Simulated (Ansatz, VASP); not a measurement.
## Two plane-wave programs on Si

```xyz
4
Lattice="3.8313 0.0000 0.0000 -1.9157 3.3180 0.0000 0.0000 0.0000 6.0793" Properties=species:S:1:pos:R:3 pbc="T T T"
Si    0.0000    2.2120    0.3831
Si    1.9157    1.1060    3.4227
Si    0.0000    2.2120    2.6566
Si    1.9157    1.1060    5.6963
```

Change from the starting cell: strain +0.000 along x and y, -0.040 along z, atoms carried along.

Alike in both runs: task single point; functional LDA; k mesh 12 × 12 × 6; occupations gaussian, width 0.03 eV; no spin polarisation.

|  | VASP | Ansatz |
| --- | --- | --- |
| version | VASP 6.6.1 | Ansatz 0.2.0 |
| potentials or method | VASP PAW LDA potentials, release 64 (Si), cutoff 520 eV | scalar-relativistic, plane waves, PAW |
| valence electrons in the cell | 16 | 16 |

```csv
,VASP,Ansatz,Ansatz less VASP
gap on the k mesh at the Fermi level (eV),0.03,0.03,+0.002
least direct gap on the mesh (eV),0.57,0.56,-0.008
pressure (GPa),2.2,2.2,-0.06
"traceless stress, the component that is largest in VASP (GPa)",7.14,7.11,-0.034
rms of the force components (eV/Å),0.317,0.317,-0.0002
```

LDA's correlation is that of Perdew and Zunger in VASP and of Perdew and Wang (1992) in Ansatz. Atom by atom the forces differ by 0.000 eV/Å (rms over components).
